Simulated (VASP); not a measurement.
# NdMo (R3m) in VASP: relaxation of cell and atoms with PBE

Aim: the relaxation of cell and atoms of NdMo with PBE.

All numbers are computed with VASP 6.6.1; they aren't measurements. Logs are shortened: lines on timing, memory, paths and dates and some standing lists are left out, and cuts for length are marked.

### 1 The cell of the first run

Symmetry: R3m, No. 160, trigonal system. The conventional cell has a = 4.084 Å, b = 4.084 Å, c = 9.349 Å, α = 90.00°, β = 90.00°, γ = 120.00°. Within 3.2 Å of Nd (site symmetry 3m) lie 3 Mo at 2.40 Å. Within 3.2 Å of Mo (site symmetry 3m) lie 3 Nd at 2.40 Å.

The cell was generated, and may not be a known phase.

### 2 Relaxation of cell and atoms, PBE

The input, INCAR:

```
SYSTEM = NdMo
ALGO     = Normal         ! electronic algorithm
EDIFF    = 1E-7           ! SCF threshold, eV
EDIFFG   = -0.08          ! ionic threshold
ENCUT    = 500            ! plane-wave cutoff, eV
GGA      = PE             ! functional
GGA_COMPAT= .FALSE.      
IBRION   = 2              ! ionic algorithm
ISIF     = 3              ! what is computed and relaxed
ISMEAR   = 0              ! smearing method
LASPH    = .TRUE.         ! aspherical terms in the spheres
LCHARG   = .FALSE.        ! write CHGCAR
LMAXMIX  = 6              ! l up to which the mixer works
LREAL    = .FALSE.        ! projectors in reciprocal space
LWAVE    = .FALSE.        ! write WAVECAR
NELM     = 200            ! most SCF steps
NELMIN   = 4            
NSW      = 36             ! ionic steps
PREC     = Accurate       ! precision mode
SIGMA    = 0.2            ! smearing width, eV
```

The input, KPOINTS:

```
k-points
0
G
  6 6 6
  0 0 0
```

The input, POSCAR:

```
NdMo
1.0
    2.0420581500      1.1789828200      3.1162592700
   -2.0420581500      1.1789828200      3.1162592700
    0.0000000000     -2.3579656400      3.1162592700
Nd Mo
1 1
Direct
    0.7678580100      0.7678580100      0.7678580100
    0.1500044600      0.1500044600      0.1500044600
```

Potentials or basis: VASP PAW PBE potentials, release 64 (Nd_3, Mo_sv), 4f in core.

The run is started by

```sh
$ cat potpaw_PBE.64/Nd_3/POTCAR potpaw_PBE.64/Mo_sv/POTCAR > POTCAR
$ mpirun -np 1 vasp_std > vasp.out
```

OUTCAR:

```text
SYSTEM = NdMo
   EDIFF = 1E-7
   EDIFFG = -0.08
   ENCUT = 500
   GGA = PE
   IBRION = 2
   ISIF = 3
   ISMEAR = 0
   LASPH = .TRUE.
   LREAL = .FALSE.
   NELM = 200
   NELMIN = 4
   NSW = 36
   PREC = Accurate

 ion  position               nearest neighbor table
   1  0.768  0.768  0.768-   2 2.40   2 2.40   2 2.40   2 3.55   2 3.55   2 3.55   2 3.57
   2  0.150  0.150  0.150-   1 2.40   1 2.40   1 2.40   1 3.55   1 3.55   1 3.55   1 3.57

  LATTYP: Found a trigonal (rhomboedric) cell.
 ALAT       =     3.9078221320
 COS(alpha) =     0.4538692513

  Lattice vectors:

 A1 = (   2.0420581500,   1.1789828200,   3.1162592700)
 A2 = (  -2.0420581500,   1.1789828200,   3.1162592700)
 A3 = (   0.0000000000,  -2.3579656400,   3.1162592700)

Analysis of symmetry for initial positions (statically):
=====================================================================
 Subroutine PRICEL returns:
 Original cell was already a primitive cell.

 Routine SETGRP: Setting up the symmetry group for a
 trigonal (rhombohedral) supercell.

 Subroutine GETGRP returns: Found  6 space group operations
 (whereof  6 operations were pure point group operations)
 out of a pool of 12 trial point group operations.

The static configuration has the point symmetry C_3v.

Analysis of symmetry for dynamics (positions and initial velocities):
=====================================================================
 Subroutine PRICEL returns:
 Original cell was already a primitive cell.

 Routine SETGRP: Setting up the symmetry group for a
 trigonal (rhombohedral) supercell.

 Subroutine GETGRP returns: Found  6 space group operations
 (whereof  6 operations were pure point group operations)
 out of a pool of 12 trial point group operations.

The dynamic configuration has the point symmetry C_3v.

 Subroutine INISYM returns: Found  6 space group operations
 (whereof  6 operations are pure point group operations),
 and found     1 'primitive' translations

----------------------------------------------------------------------------------------

                                     Primitive cell

  volume of cell :      45.0153

  direct lattice vectors                    reciprocal lattice vectors
     2.042058150  1.178982820  3.116259270     0.244851010  0.141364797  0.106965854
    -2.042058150  1.178982820  3.116259270    -0.244851010  0.141364797  0.106965854
     0.000000000 -2.357965640  3.116259270     0.000000000 -0.282729593  0.106965854

  length of vectors
     3.907822132  3.907822132  3.907822130     0.302287473  0.302287473  0.302287474

  position of ions in fractional coordinates (direct lattice)
     0.767858010  0.767858010  0.767858010
     0.150004460  0.150004460  0.150004460

  ion indices of the primitive-cell ions
   primitive index   ion index
                 1           1
                 2           2

----------------------------------------------------------------------------------------

 KPOINTS: k-points

Automatic generation of k-mesh.
 Grid dimensions read from file:
 generate k-points for:    6    6    6

 Generating k-lattice:

  Cartesian coordinates                     Fractional coordinates (reciprocal lattice)
     0.040808502  0.023560799  0.017827642     0.166666667 -0.000000000 -0.000000000
    -0.040808502  0.023560799  0.017827642    -0.000000000  0.166666667 -0.000000000
     0.000000000 -0.047121599  0.017827642    -0.000000000 -0.000000000  0.166666667

  Length of vectors
     0.050381246  0.050381246  0.050381246

  Shift w.r.t. Gamma in fractional coordinates (k-lattice)
     0.000000000  0.000000000  0.000000000

 Subroutine IBZKPT returns following result:
 ===========================================

 Found     32 irreducible k-points:

 Following reciprocal coordinates:
            Coordinates               Weight
  0.000000  0.000000  0.000000      1.000000
  0.166667 -0.000000  0.000000      6.000000
  0.333333 -0.000000  0.000000      6.000000
  0.500000 -0.000000  0.000000      3.000000
  0.166667  0.166667  0.000000      6.000000
  0.333333  0.166667  0.000000     12.000000
[... 16 lines left out ...]
  0.500000  0.500000  0.166667      6.000000
 -0.333333  0.500000  0.166667     12.000000
 [... further k-points ...]
   k-points           NKPTS =     32   k-points in BZ     NKDIM =     32   number of bands    NBANDS=     16
   number of dos      NEDOS =    301   number of ions     NIONS =      2
   total plane-waves  NPLWV =  21952
   dimension x,y,z NGX =    28 NGY =   28 NGZ =   28
   dimension x,y,z NGXF=    56 NGYF=   56 NGZF=   56
   ions per type =               1   1
   NGX,Y,Z   is equivalent  to a cutoff of  11.91, 11.91, 11.91 a.u.
   NGXF,Y,Z  is equivalent  to a cutoff of  23.82, 23.82, 23.82 a.u.
 SYSTEM =  NdMo
   PREC   = accura    normal or accurate (medium, high low for compatibility)
   ISTART =      0    job   : 0-new  1-cont  2-samecut
   ICHARG =      2    charge: 1-file 2-atom 10-const
   ISPIN  =      1    spin polarized calculation?
   LNONCOLLINEAR =      F non collinear calculations
   LSORBIT =      F    spin-orbit coupling
   LASPH  =      T    aspherical Exc in radial PAW
   ENCUT  =  500.0 eV  36.75 Ry    6.06 a.u.   7.12  7.12  7.12*2*pi/ulx,y,z
   NELM   =    200;   NELMIN=  4; NELMDL= -5     # of ELM steps
   EDIFF  = 0.1E-06   stopping-criterion for ELM
   LREAL  =      F    real-space projection
   EDIFFG = -.8E-01   stopping-criterion for IOM
   NSW    =     36    number of steps for IOM
   IBRION =      2    ionic relax: 0-MD 1-quasi-New 2-CG
   NFREE  =      1    steps in history (QN), initial steepest desc. (CG)
   ISIF   =      3    stress and relaxation
   ISYM   =      2    0-nonsym 1-usesym 2-fastsym
   POTIM  = 0.5000    time-step for ionic-motion
   TEBEG  =    0.0;   TEEND  =   0.0 temperature during run
   PSTRESS=    0.0 pullay stress
   NELECT =      25.0000    total number of electrons
   NUPDOWN=      -1.0000    fix difference up-down
   EMIN   =  10.00;   EMAX   =-10.00  energy-range for DOS
   EFERMI =   0.00;   METHOD = LEGACY
   ISMEAR =     0;   SIGMA  =   0.20  broadening in eV -4-tet -1-fermi 0-gaus
   EFERMI_NEDOS =   21; number of points for ismear=-14 and -15
   IALGO  =     38    algorithm
   IMIX   =      4    mixing-type and parameters
     AMIX     =   0.40;   BMIX     =  1.00
     AMIX_MAG =   1.60;   BMIX_MAG =  1.00
  volume/ion in A,a.u.               =      22.51       151.89
  Fermi-wavevector in a.u.,A,eV,Ry     =   1.345658  2.542925 24.637368  1.810795
  Thomas-Fermi vector in A             =   2.473553
   LORBIT       =      0    0 simple, 1 ext, 2 COOP (PROOUT), +10 PAW based schemes
   GGA     = PE    functional components
   LHFCALC =     F    Hartree Fock is set to
   AEXX    =    0.0000 exact exchange contribution
   IVDW    =     0    specifies the selected vdW correction
   LEPSILON=     F    determine dielectric tensor
   LRPA    =     F    only Hartree local field effects (RPA)
 conjugate gradient relaxation of ions
 non-spin polarized calculation
 Gauss-broadening in eV      SIGMA  =   0.20
  energy-cutoff  :      500.00
  volume of cell :       45.02
 maximum number of plane-waves:      1158
   NGX = 15   NGY = 15   NGZ = 15

--------------------------------------- Ionic step        1  -------------------------------------------

 number of electron      24.9999998 magnetization

 Free energy of the ion-electron system (eV)
  ---------------------------------------------------
  ext. energy  EPLUGINS =         0.00000000
  ---------------------------------------------------
  free energy    TOTEN  =       -10.99179193 eV

  energy without entropy =      -10.92663215  energy(sigma->0) =      -10.95921204

------------------------ aborting loop because EDIFF is reached ----------------------------------------

  FORCE on cell =-STRESS in cart. coord.  units (eV):
  Direction    XX          YY          ZZ          XY          YZ          ZX
  --------------------------------------------------------------------------------------
  -------------------------------------------------------------------------------------
  Total        9.8678178      9.8678178     -1.0537980      0.0000000      0.0000000      0.0000000
  in kB      351.2135720    351.2135705    -37.5065874      0.0000000      0.0000000      0.0000000
  external PRESSURE =     221.6401850 kB  Pullay stress =       0.0000000 kB
[... 21 lines left out ...]
  energy  without entropy=      -10.9266321453  energy(sigma->0) =      -10.95921204

--------------------------------------- Ionic step        2  -------------------------------------------

 number of electron      25.0000005 magnetization

 E-fermi :   3.3820     XC(G=0):  -9.5453

 val. band max:        3.3775017488   @ k =   0.3333   0.3333   0.0000
 cond. band min:       3.3843379530   @ k =   0.3333   0.3333   0.1667
 fundamental gap:      0.0068362043
 Fermi energy:         3.3820246784

 k-point     1 :       0.0000    0.0000    0.0000
  band No.  band energies     occupation
      1     -56.9728      2.00000
      2     -34.0127      2.00000
      3     -31.1545      2.00000
      4     -31.0351      2.00000
      5     -31.0351      2.00000
      6     -15.1172      2.00000
[... 8 lines left out ...]
     15       5.9694      0.00000
     16       5.9694      0.00000
[... 502 lines left out ...]
  FREE ENERGIE OF THE ION-ELECTRON SYSTEM (eV)
  ---------------------------------------------------
  free  energy   TOTEN  =       -12.2556102363 eV

  energy  without entropy=      -12.1427153666  energy(sigma->0) =      -12.19916280

[... ionic steps 4 to 21 ...]

--------------------------------------- Ionic step       22  -------------------------------------------

 number of electron      25.0000001 magnetization

------------------------ aborting loop because EDIFF is reached ----------------------------------------

  FORCE on cell =-STRESS in cart. coord.  units (eV):
  Direction    XX          YY          ZZ          XY          YZ          ZX
  --------------------------------------------------------------------------------------
  -------------------------------------------------------------------------------------
  Total       -0.0813217     -0.0813217      0.1677971      0.0000000     -0.0000000      0.0000000
  in kB       -2.8619282     -2.8619281      5.9052302      0.0000000     -0.0000000      0.0000000
  external PRESSURE =       0.0604580 kB  Pullay stress =       0.0000000 kB
[... 57 lines left out ...]
  energy  without entropy=      -13.9510558908  energy(sigma->0) =      -13.99058584

--------------------------------------- Ionic step       24  -------------------------------------------

 number of electron      25.0000001 magnetization

 Free energy of the ion-electron system (eV)
  ---------------------------------------------------
  ext. energy  EPLUGINS =         0.00000000
  ---------------------------------------------------
  free energy    TOTEN  =       -14.03189431 eV

  energy without entropy =      -13.95403880  energy(sigma->0) =      -13.99296656

 E-fermi :   6.5320     XC(G=0): -11.4614

 val. band max:        6.5238686200   @ k =  -0.3333   0.3333   0.1667
 cond. band min:       6.5537095149   @ k =  -0.3333   0.1667   0.1667
 fundamental gap:      0.0298408949
 Fermi energy:         6.5320462128

 k-point     1 :       0.0000    0.0000    0.0000
  band No.  band energies     occupation
      1     -53.7523      2.00000
      2     -30.1565      2.00000
      3     -27.8624      2.00000
      4     -27.8464      2.00000
      5     -27.8464      2.00000
      6     -11.1340      2.00000
[... 8 lines left out ...]
     15      10.1282      0.00000
     16      10.1282      0.00000
[... 466 lines left out ...]
  FREE ENERGIE OF THE ION-ELECTRON SYSTEM (eV)
  ---------------------------------------------------
  free  energy   TOTEN  =       -14.0318943137 eV

  energy  without entropy=      -13.9540387966  energy(sigma->0) =      -13.99296656

 reached required accuracy - stopping structural energy minimisation
```

Wall time 4 min (1 thread of AMD EPYC 9R45 (Zen 5), shared host); peak memory 0.16 GiB.

Results:

- Free energy: -14.0319 eV
- Relaxed volume: 22.71 Å³/atom
- Relaxed cell: a = 3.573 Å, b = 3.573 Å, c = 3.573 Å, α = 93.04°, β = 93.04°, γ = 93.04°
- Space group after relaxing (to 0.1 Å): R-3m (No. 166)
- Pressure after relaxing: 0.1 GPa
- Largest force after relaxing: 0.042 eV/Å
- Band gap on the k mesh: zero (an odd number of electrons rules out a gap without spin polarisation)

Forces in eV/Å, atoms in the order of the input:
```
Nd   0.000  0.000  0.042
Mo   0.000  0.000 -0.042
```

Final structure:
```cif
data_structure
_symmetry_space_group_name_H-M 'P 1'
_symmetry_Int_Tables_number 1
_cell_length_a 3.5732
_cell_length_b 3.5732
_cell_length_c 3.5732
_cell_angle_alpha 93.042
_cell_angle_beta 93.042
_cell_angle_gamma 93.042
_cell_volume 45.42
loop_
_atom_site_label
_atom_site_type_symbol
_atom_site_fract_x
_atom_site_fract_y
_atom_site_fract_z
_atom_site_occupancy
Nd1 Nd 0.70828 0.70828 0.70828 1
Mo1 Mo 0.20959 0.20959 0.20959 1
```

Caveat: spin-orbit coupling is left out, which moves the levels of the heavy elements; the 4f electrons are frozen in the core, so they carry no moment and show no levels; the relaxation stopped at a loose force limit of 0.08 eV/Å, so its end isn't a converged minimum. Spin polarisation is off, so any magnetic state and its effect on volume and gap are missing.

The gap in the log of VASP goes by the Fermi energy; the results here count the filled bands.